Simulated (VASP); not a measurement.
Write the native input for VASP 6.6.1 that does the following.

```
Task                   : single point
Functional             : PBEsol
Dispersion             : D4
Potentials or basis    : VASP PAW PBE potentials, release 64 (Cl, Na_pv)
Cutoff                 : 520 eV
k mesh                 : 8 × 8 × 8
Occupations            : fermi-dirac, width 0.05 eV
Spin                   : no spin polarisation
Dipole correction      : no
Further INCAR settings : ALGO = Normal; EDIFF = 1e-07; NBANDS = 14
```

The structure of NaCl lies in POSCAR:

```
NaCl
1.0
    0.0000000000      2.7861560212      2.7861560212
    2.7861560212      0.0000000000      2.7861560212
    2.7861560212      2.7861560212      0.0000000000
Cl Na
1 1
Direct
    0.5000000000      0.5000000000      0.5000000000
    0.0000000000      0.0000000000      0.0000000000
```

The input as run:

INCAR

```
SYSTEM = NaCl
ALGO     = Normal         ! electronic algorithm
EDIFF    = 1E-7           ! SCF threshold, eV
ENCUT    = 520            ! plane-wave cutoff, eV
GGA      = PS             ! functional
ISIF     = 2              ! what is computed and relaxed
ISMEAR   = -1             ! smearing method
IVDW     = 13             ! dispersion correction
LASPH    = .TRUE.         ! aspherical terms in the spheres
LCHARG   = .TRUE.         ! write CHGCAR
LELF     = .TRUE.         ! ELF
LREAL    = .FALSE.        ! projectors in reciprocal space
LVHAR    = .TRUE.       
LWAVE    = .FALSE.        ! write WAVECAR
NBANDS   = 14             ! bands
NELM     = 100            ! most SCF steps
PREC     = Accurate       ! precision mode
SIGMA    = 0.05           ! smearing width, eV
```

KPOINTS

```
k-points
0
G
  8 8 8
  0 0 0
```

Potentials or basis: VASP PAW PBE potentials, release 64 (Cl, Na_pv).

The run is started by

```sh
$ cat potpaw_PBE.64/Cl/POTCAR potpaw_PBE.64/Na_pv/POTCAR > POTCAR
$ mpirun -np 1 vasp_std > vasp.out
```

Results of the run:

- Pressure: 0.0 GPa
- Band gap on the k mesh: 5.07 eV, direct
- Dispersion energy per atom: -0.060 eV

Caveat: the PAW data sets were made with another functional, which shifts forces and pressure a little.

Run time: 20 s on 1 thread of Intel Xeon 6975P-C (shared host), peak memory 0.16 GiB.
